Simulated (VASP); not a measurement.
# InGa3P4 (P-4m2) in VASP: further runs

InGa3P4 is run at these levels: PBE; tasks: relaxation of shape and atoms at fixed volume, single point.

Program: VASP 6.6.1. These are calculated values, not measurements. Logs are shortened: lines on timing, memory, paths and dates and some standing lists are left out, and cuts for length are marked.

## 1. The cell of the first run

It takes space group P-4m2 (No. 115, tetragonal). The conventional cell has a = 4.095 Å, b = 4.095 Å, c = 11.645 Å, α = 90.00°, β = 90.00°, γ = 90.00°. In (site symmetry -4m2) has 4 P at 2.62 Å within 3.5 Å. Ga (site symmetry 2mm) has 4 P at 2.47 to 2.48 Å within 3.3 Å. Within 3.3 Å of Ga (site symmetry -4m2) lie 4 P at 2.48 Å. P (site symmetry 2mm) has 2 Ga at 2.47 Å and 2 In at 2.62 Å within 3.3 Å. Within 3.3 Å of P (site symmetry 2mm) lie 4 Ga at 2.48 Å.

## 2. Relaxation of shape and atoms at fixed volume, PBE (24.41 Å³/atom)

File INCAR:

```
SYSTEM = InGa3P4
PREC = Accurate ; ENCUT = 600
EDIFF = 1E-6 ; ISMEAR = 0
SIGMA = 0.02 ; LREAL = .False.
LASPH = .True. ; NELM = 80
ALGO = Normal ; ISIF = 4
LWAVE = .False. ; LCHARG = .False.
GGA = PE ; IBRION = 2
NSW = 50 ; EDIFFG = -0.01
```

File KPOINTS:

```
regular mesh
0
Gamma
  8 8 4
  0 0 0
```

File POSCAR:

```
InGa3P4
1.0
    4.0946715637      0.0000000000      0.0000000000
    0.0000000000      4.0946715637      0.0000000000
    0.0000000000      0.0000000000     11.6449810347
In Ga P
1 3 4
Direct
    0.5000000000      0.5000000000      0.0000000000
    0.0000000000      0.0000000000      0.7406097314
    0.0000000000      0.0000000000      0.2593902686
    0.5000000000      0.5000000000      0.5000000000
    0.5000000000      0.0000000000      0.8597504195
    0.0000000000      0.5000000000      0.1402495805
    0.5000000000      0.0000000000      0.3797787563
    0.0000000000      0.5000000000      0.6202212437
```

Potentials or basis: VASP PAW PBE potentials, release 64 (In_d, Ga_d, P).

Command:

```bash
$ cat potpaw_PBE.64/In_d/POTCAR potpaw_PBE.64/Ga_d/POTCAR potpaw_PBE.64/P/POTCAR > POTCAR
$ mpirun -np 1 vasp_std > vasp.out
```

OUTCAR:

```text
SYSTEM = InGa3P4
   PREC = Accurate
   ENCUT = 600
   EDIFF = 1E-6
   ISMEAR = 0
   LREAL = .False.
   LASPH = .True.
   NELM = 80
   ISIF = 4
   GGA = PE
   IBRION = 2
   NSW = 50
   EDIFFG = -0.01

 ion  position               nearest neighbor table
   1  0.500  0.500  0.000-   5 2.62   6 2.62   5 2.62   6 2.62
   2  0.000  0.000  0.741-   5 2.47   5 2.47   8 2.48   8 2.48
   3  0.000  0.000  0.259-   6 2.47   6 2.47   7 2.48   7 2.48
   4  0.500  0.500  0.500-   7 2.48   8 2.48   7 2.48   8 2.48
   5  0.500  0.000  0.860-   2 2.47   2 2.47   1 2.62   1 2.62
   6  0.000  0.500  0.140-   3 2.47   3 2.47   1 2.62   1 2.62
   7  0.500  0.000  0.380-   4 2.48   4 2.48   3 2.48   3 2.48
   8  0.000  0.500  0.620-   4 2.48   4 2.48   2 2.48   2 2.48

  LATTYP: Found a simple tetragonal cell.
 ALAT       =     4.0946715637
 C/A-ratio  =     2.8439353080

  Lattice vectors:

 A1 = (   4.0946715637,   0.0000000000,   0.0000000000)
 A2 = (   0.0000000000,   4.0946715637,   0.0000000000)
 A3 = (   0.0000000000,   0.0000000000,  11.6449810347)

Analysis of symmetry for initial positions (statically):
=====================================================================
 Subroutine PRICEL returns:
 Original cell was already a primitive cell.

 Routine SETGRP: Setting up the symmetry group for a
 simple tetragonal supercell.

 Subroutine GETGRP returns: Found  8 space group operations
 (whereof  8 operations were pure point group operations)
 out of a pool of 16 trial point group operations.

The static configuration has the point symmetry D_2d.

Analysis of symmetry for dynamics (positions and initial velocities):
=====================================================================
 Subroutine PRICEL returns:
 Original cell was already a primitive cell.

 Routine SETGRP: Setting up the symmetry group for a
 simple tetragonal supercell.

 Subroutine GETGRP returns: Found  8 space group operations
 (whereof  8 operations were pure point group operations)
 out of a pool of 16 trial point group operations.

The dynamic configuration has the point symmetry D_2d.

 Subroutine INISYM returns: Found  8 space group operations
 (whereof  8 operations are pure point group operations),
 and found     1 'primitive' translations

----------------------------------------------------------------------------------------

                                     Primitive cell

  volume of cell :     195.2437

  direct lattice vectors                    reciprocal lattice vectors
     4.094671564  0.000000000  0.000000000     0.244219832  0.000000000  0.000000000
     0.000000000  4.094671564  0.000000000     0.000000000  0.244219832  0.000000000
     0.000000000  0.000000000 11.644981035     0.000000000  0.000000000  0.085873905

  length of vectors
     4.094671564  4.094671564 11.644981035     0.244219832  0.244219832  0.085873905

  position of ions in fractional coordinates (direct lattice)
     0.500000000  0.500000000  0.000000000
     0.000000000  0.000000000  0.740609731
     0.000000000  0.000000000  0.259390269
     0.500000000  0.500000000  0.500000000
     0.500000000  0.000000000  0.859750420
     0.000000000  0.500000000  0.140249580
     0.500000000  0.000000000  0.379778756
     0.000000000  0.500000000  0.620221244

  ion indices of the primitive-cell ions
   primitive index   ion index
                 1           1
                 2           2
                 3           3
                 4           4
                 5           5
                 6           6
                 7           7
                 8           8

----------------------------------------------------------------------------------------

 KPOINTS: regular mesh

Automatic generation of k-mesh.
 Grid dimensions read from file:
 generate k-points for:    8    8    4

 Generating k-lattice:

  Cartesian coordinates                     Fractional coordinates (reciprocal lattice)
     0.030527479  0.000000000  0.000000000     0.125000000  0.000000000  0.000000000
     0.000000000  0.030527479  0.000000000     0.000000000  0.125000000  0.000000000
     0.000000000  0.000000000  0.021468476     0.000000000  0.000000000  0.250000000

  Length of vectors
     0.030527479  0.030527479  0.021468476

  Shift w.r.t. Gamma in fractional coordinates (k-lattice)
     0.000000000  0.000000000  0.000000000

 Subroutine IBZKPT returns following result:
 ===========================================

 Found     45 irreducible k-points:

 Following reciprocal coordinates:
            Coordinates               Weight
  0.000000  0.000000  0.000000      1.000000
  0.125000  0.000000  0.000000      4.000000
  0.250000  0.000000  0.000000      4.000000
  0.375000  0.000000  0.000000      4.000000
  0.500000  0.000000  0.000000      2.000000
  0.125000  0.125000  0.000000      4.000000
[... 16 lines left out ...]
  0.375000  0.125000  0.250000     16.000000
  0.500000  0.125000  0.250000      8.000000
 [... further k-points ...]
   k-points           NKPTS =     45   k-points in BZ     NKDIM =     45   number of bands    NBANDS=     43
   number of dos      NEDOS =    301   number of ions     NIONS =      8
   total plane-waves  NPLWV = 124416
   dimension x,y,z NGX =    36 NGY =   36 NGZ =   96
   dimension x,y,z NGXF=    72 NGYF=   72 NGZF=  192
   ions per type =               1   3   4
   NGX,Y,Z   is equivalent  to a cutoff of  14.62, 14.62, 13.71 a.u.
   NGXF,Y,Z  is equivalent  to a cutoff of  29.23, 29.23, 27.41 a.u.
 SYSTEM =  InGa3P4
   PREC   = accura    normal or accurate (medium, high low for compatibility)
   ISTART =      0    job   : 0-new  1-cont  2-samecut
   ICHARG =      2    charge: 1-file 2-atom 10-const
   ISPIN  =      1    spin polarized calculation?
   LNONCOLLINEAR =      F non collinear calculations
   LSORBIT =      F    spin-orbit coupling
   LASPH  =      T    aspherical Exc in radial PAW
   ENCUT  =  600.0 eV  44.10 Ry    6.64 a.u.   8.18  8.18 23.26*2*pi/ulx,y,z
   NELM   =     80;   NELMIN=  2; NELMDL= -5     # of ELM steps
   EDIFF  = 0.1E-05   stopping-criterion for ELM
   LREAL  =      F    real-space projection
   EDIFFG = -.1E-01   stopping-criterion for IOM
   NSW    =     50    number of steps for IOM
   IBRION =      2    ionic relax: 0-MD 1-quasi-New 2-CG
   NFREE  =      1    steps in history (QN), initial steepest desc. (CG)
   ISIF   =      4    stress and relaxation
   ISYM   =      2    0-nonsym 1-usesym 2-fastsym
   POTIM  = 0.5000    time-step for ionic-motion
   TEBEG  =    0.0;   TEEND  =   0.0 temperature during run
   PSTRESS=    0.0 pullay stress
   NELECT =      72.0000    total number of electrons
   NUPDOWN=      -1.0000    fix difference up-down
   EMIN   =  10.00;   EMAX   =-10.00  energy-range for DOS
   EFERMI =   0.00;   METHOD = LEGACY
   ISMEAR =     0;   SIGMA  =   0.02  broadening in eV -4-tet -1-fermi 0-gaus
   EFERMI_NEDOS =   21; number of points for ismear=-14 and -15
   IALGO  =     38    algorithm
   IMIX   =      4    mixing-type and parameters
     AMIX     =   0.40;   BMIX     =  1.00
     AMIX_MAG =   1.60;   BMIX_MAG =  1.00
  volume/ion in A,a.u.               =      24.41       164.70
  Fermi-wavevector in a.u.,A,eV,Ry     =   1.173978  2.218497 18.751886  1.378225
  Thomas-Fermi vector in A             =   2.310383
   LORBIT       =      0    0 simple, 1 ext, 2 COOP (PROOUT), +10 PAW based schemes
   GGA     = PE    functional components
   LHFCALC =     F    Hartree Fock is set to
   AEXX    =    0.0000 exact exchange contribution
   IVDW    =     0    specifies the selected vdW correction
   LEPSILON=     F    determine dielectric tensor
   LRPA    =     F    only Hartree local field effects (RPA)
 conjugate gradient relaxation of ions
 non-spin polarized calculation
 Gauss-broadening in eV      SIGMA  =   0.02
  energy-cutoff  :      600.00
  volume of cell :      195.24
 maximum number of plane-waves:      6552
 NGX is ok and might be reduce to    36
   NGX = 17   NGY = 17   NGZ = 47

--------------------------------------- Ionic step        1  -------------------------------------------

 number of electron      72.0000008 magnetization

 Free energy of the ion-electron system (eV)
  ---------------------------------------------------
  ext. energy  EPLUGINS =         0.00000000
  ---------------------------------------------------
  free energy    TOTEN  =       -35.31276326 eV

  energy without entropy =      -35.31276326  energy(sigma->0) =      -35.31276326

------------------------ aborting loop because EDIFF is reached ----------------------------------------

  FORCE on cell =-STRESS in cart. coord.  units (eV):
  Direction    XX          YY          ZZ          XY          YZ          ZX
  --------------------------------------------------------------------------------------
  -------------------------------------------------------------------------------------
  Total       -6.6257326     -6.6257326     -6.6608243      0.0000000      0.0000000      0.0000000
  in kB      -54.3710292    -54.3710292    -54.6589933      0.0000000      0.0000000      0.0000000
  external PRESSURE =     -54.4670172 kB  Pullay stress =       0.0000000 kB
[... 111 lines left out ...]
  energy  without entropy=      -35.3128594464  energy(sigma->0) =      -35.31285945

--------------------------------------- Ionic step        4  -------------------------------------------

 number of electron      72.0000009 magnetization

 Free energy of the ion-electron system (eV)
  ---------------------------------------------------
  ext. energy  EPLUGINS =         0.00000000
  ---------------------------------------------------
  free energy    TOTEN  =       -35.31287558 eV

  energy without entropy =      -35.31287558  energy(sigma->0) =      -35.31287558

 E-fermi :   3.6971     XC(G=0):  -9.1140

 val. band max:        3.6133751077   @ k =   0.0000   0.0000   0.0000
 cond. band min:       4.0648257609   @ k =   0.0000   0.0000   0.0000
 fundamental gap:      0.4514506533
 Fermi energy:         3.6971102169

 k-point     1 :       0.0000    0.0000    0.0000
  band No.  band energies     occupation
      1     -10.8945      2.00000
      2     -10.8760      2.00000
      3     -10.8409      2.00000
      4     -10.8350      2.00000
      5     -10.8350      2.00000
      6     -10.8252      2.00000
[... 1093 lines left out ...]
     42       7.9733      0.00000
     43       7.9812      0.00000

 [... further k-points ...]

------------------------ aborting loop because EDIFF is reached ----------------------------------------

  FORCE on cell =-STRESS in cart. coord.  units (eV):
  Direction    XX          YY          ZZ          XY          YZ          ZX
  --------------------------------------------------------------------------------------
  -------------------------------------------------------------------------------------
  Total       -6.6468119     -6.6468119     -6.6406445      0.0000000     -0.0000000      0.0000000
  in kB      -54.5440074    -54.5440074    -54.4933969      0.0000000     -0.0000000      0.0000000
  external PRESSURE =     -54.5271372 kB  Pullay stress =       0.0000000 kB
[... 23 lines left out ...]
  FREE ENERGIE OF THE ION-ELECTRON SYSTEM (eV)
  ---------------------------------------------------
  free  energy   TOTEN  =       -35.3128755773 eV

  energy  without entropy=      -35.3128755773  energy(sigma->0) =      -35.31287558

 reached required accuracy - stopping structural energy minimisation
```

Run time: 28 min. Hardware: 1 thread of Oxide Virtual Turin-like, shared host; peak memory 0.61 GiB.

What came out:

```yaml
Free_energy: -35.3129 eV
Energy_gained_by_relaxing: 0.0 meV/atom
Ionic_steps: 4
Pressure_after_relaxing: -5.5 GPa
Largest_force_after_relaxing: 0.005 eV/Å
Band_gap_on_the_k_mesh: 0.45 eV
```

Forces in eV/Å, atoms in the order of the input:
```
In   0.000  0.000  0.000
Ga   0.000  0.000  0.005
Ga   0.000  0.000 -0.005
Ga   0.000  0.000  0.000
P    0.000  0.000  0.000
P    0.000  0.000  0.000
P    0.000  0.000 -0.004
P    0.000  0.000  0.004
```

The path:
```tsv
step	energy change (eV)	largest force (eV/Å)	pressure (GPa)	volume (Å³)
1	0.0000	0.0305	-5.45	195.24
2	-0.0001	0.0153	-5.46	195.24
3	-0.0001	0.0143	-5.45	195.24
4	-0.0001	0.0053	-5.45	195.24
```

Final structure:
```xyz
8
Lattice="4.0955 0.0000 0.0000 0.0000 4.0955 0.0000 0.0000 0.0000 11.6402" Properties=species:S:1:pos:R:3 pbc="T T T"
In    2.0478    2.0478    0.0000
Ga    4.0955    4.0955    8.6215
Ga    0.0000    4.0955    3.0187
Ga    2.0478    2.0478    5.8201
P     2.0478    4.0955   10.0110
P     4.0955    2.0478    1.6291
P     2.0478    0.0000    4.4207
P     4.0955    2.0478    7.2195
```

Caveat: semilocal functionals underestimate gaps, and a narrow one can read as zero; spin-orbit coupling is left out, which moves the levels of the heavy elements.

## 3. Relaxation of shape and atoms at fixed volume, PBE (19.52 Å³/atom)

This run uses another cell than the first one, of 19.52 Å³/atom.

File INCAR:

```
SYSTEM = InGa3P4
ALGO = Normal
EDIFF = 1E-7
EDIFFG = -0.01
ENCUT = 600
GGA = PE
IBRION = 2
ISIF = 4
ISMEAR = 0
LASPH = .True.
LCHARG = .False.
LREAL = .False.
LWAVE = .False.
NELM = 60
NSW = 50
PREC = Accurate
SIGMA = 0.02
```

File KPOINTS:

```
k-points
0
Gamma
  8 8 4
  0 0 0
```

File POSCAR:

```
InGa3P4
1.0
    3.7975348478      0.0000000000      0.0000000000
    0.0000000000      3.7975348478      0.0000000000
    0.0000000000      0.0000000000     10.8308709641
In Ga P
1 3 4
Direct
    0.5000000000      0.5000000000      0.0000000000
    0.0000000000      0.0000000000      0.7397712215
    0.0000000000      0.0000000000      0.2602287785
    0.5000000000      0.5000000000      0.5000000000
    0.5000000000      0.0000000000      0.8583363350
    0.0000000000      0.5000000000      0.1416636650
    0.5000000000      0.0000000000      0.3801785285
    0.0000000000      0.5000000000      0.6198214715
```

Potentials or basis: VASP PAW PBE potentials, release 64 (In_d, Ga_d, P).

Command:

```bash
$ cat potpaw_PBE.64/In_d/POTCAR potpaw_PBE.64/Ga_d/POTCAR potpaw_PBE.64/P/POTCAR > POTCAR
$ mpirun -np 1 vasp_std > vasp.out
```

It took 13 min on 1 thread of Oxide Virtual Turin-like, shared host; peak memory 0.46 GiB.

Results (log left out):

```
Free energy                  : -34.9257 eV
Energy gained by relaxing    : 0.0 meV/atom
Ionic steps                  : 2
Pressure after relaxing      : 12.1 GPa
Largest force after relaxing : 0.009 eV/Å
Band gap on the k mesh       : 1.36 eV (least direct gap 1.37 eV)
```

Forces in eV/Å, atoms in the order of the input:
```
In   0.000  0.000  0.000
Ga   0.000  0.000 -0.009
Ga   0.000  0.000  0.009
Ga   0.000  0.000  0.000
P    0.000  0.000 -0.005
P    0.000  0.000  0.005
P    0.000  0.000  0.000
P    0.000  0.000  0.000
```

Final structure:
```cif
data_structure
_symmetry_space_group_name_H-M 'P 1'
_symmetry_Int_Tables_number 1
_cell_length_a 3.7971
_cell_length_b 3.7971
_cell_length_c 10.8335
_cell_angle_alpha 90.000
_cell_angle_beta 90.000
_cell_angle_gamma 90.000
_cell_volume 156.19
loop_
_atom_site_label
_atom_site_type_symbol
_atom_site_fract_x
_atom_site_fract_y
_atom_site_fract_z
_atom_site_occupancy
In1 In 0.50000 0.50000 0.00000 1
Ga1 Ga 0.00000 0.00000 0.73979 1
Ga2 Ga 0.00000 0.00000 0.26021 1
Ga3 Ga 0.50000 0.50000 0.50000 1
P1 P 0.50000 0.00000 0.85819 1
P2 P 0.00000 0.50000 0.14181 1
P3 P 0.50000 0.00000 0.38018 1
P4 P 0.00000 0.50000 0.61982 1
```

Levels at points of the mesh, in eV from the valence-band top:
```
           k point  band 32  band 33  band 34  band 35  band 36  band 37  band 38  band 39  band 40  band 41
(0.00, 0.00, 0.00)    -1.65    -1.65    -0.15     0.00     0.00     1.37     1.56     1.93     2.18     2.36
(0.50, 0.00, 0.00)    -1.54    -1.49    -1.31    -1.29    -0.71     1.64     1.83     2.93     3.48     4.33
(0.50, 0.50, 0.00)    -3.81    -3.10    -2.98    -2.98    -2.87     1.41     1.41     1.66     1.88     4.54
(0.00, 0.00, 0.50)    -1.57    -0.92    -0.92    -0.53    -0.53     1.37     1.45     2.24     2.47     3.22
(0.50, 0.00, 0.50)    -2.39    -1.55    -1.53    -1.50    -0.71     2.52     2.57     2.64     3.15     4.08
(0.50, 0.50, 0.50)    -3.52    -3.37    -3.37    -3.36    -3.36     2.50     2.50     2.63     2.63     2.79
```

Caveat: spin-orbit coupling is left out, which moves the levels of the heavy elements. A k mesh can miss the band edges.

[end of part 1 of 2]
